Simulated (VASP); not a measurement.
Write the native input for VASP 6.6.1 that does the following.

* Task: single point
* Functional: r2SCAN
* Potentials or basis: VASP PAW PBE potentials, release 64 (B, N)
* Cutoff: 520 eV
* k mesh: 10 × 10 × 6
* Occupations: gaussian, width 0.05 eV
* Spin: no spin polarisation
* Dipole correction: no
* Further INCAR settings: ALGO = Normal; EDIFF = 1e-07; NBANDS = 16

The system is BN.

```xyz
4
Lattice="0.0000 -1.8130 -1.8130 0.0000 1.8130 -1.8130 3.6260 0.0000 0.0000" Properties=species:S:1:pos:R:3 pbc="T T T"
B     1.7980    0.0000   -1.8130
B     0.0150    0.0000    0.0000
N     0.9065    0.9065   -0.9065
N     2.7195   -0.9065   -0.9065
```

This cell differs from its parent crystal: mode 12 (1156.9 1/cm) frozen in, largest displacement +0.015 Å.

One way to write it, as run:

POSCAR

```
BN
1.0
    0.0000000000     -1.8130010000     -1.8130010000
    0.0000000000      1.8130010000     -1.8130010000
    3.6260020000      0.0000000000      0.0000000000
B N
2 2
Direct
    0.5000000000      0.5000000000      0.4958632124
    0.0000000000      0.0000000000      0.0041367876
    0.0000000000      0.5000000000      0.2500000000
    0.5000000000      0.0000000000      0.7500000000
```

INCAR.step1

```
PREC = Accurate
ENCUT = 520
ISMEAR = 0
SIGMA = 0.05
LREAL = F
LASPH = T
NELM = 60
NBANDS = 16
GGA = PE
ALGO = Normal
EDIFF = 1E-4
LWAVE = T
LCHARG = F
```

INCAR.step2

```
PREC = Accurate
ENCUT = 520
EDIFF = 1E-7
ISMEAR = 0
SIGMA = 0.05
LREAL = F
LASPH = T
NELM = 60
ALGO = Normal
ISIF = 2
LWAVE = F
LCHARG = T
METAGGA = R2SCAN
LMIXTAU = T
LELF = T
LVHAR = T
NBANDS = 16
ISTART = 1
```

KPOINTS

```
Automatic mesh
0
Gamma
  10 10 6
```

Potentials or basis: VASP PAW PBE potentials, release 64 (B, N).

Command:

```console
$ cat potpaw_PBE.64/B/POTCAR potpaw_PBE.64/N/POTCAR > POTCAR
$ cp INCAR.step1 INCAR
$ mpirun -np 1 vasp_std > vasp.out
$ cp INCAR.step2 INCAR
$ mpirun -np 1 vasp_std > vasp.out
```

Results of the run:

```
Pressure               : -4.0 GPa
Largest force          : 0.800 eV/Å
Band gap on the k mesh : 4.70 eV
```

Caveat: the cell differs from its parent crystal (mode 12 (1156.9 1/cm) frozen in, largest displacement +0.015 Å); the PAW data sets were made with another functional, which shifts forces and pressure a little.

Wall time 72 s on 1 thread of Intel(R) Xeon(R) 6975P-C (Granite Rapids), on a shared host, peak memory 0.15 GiB.
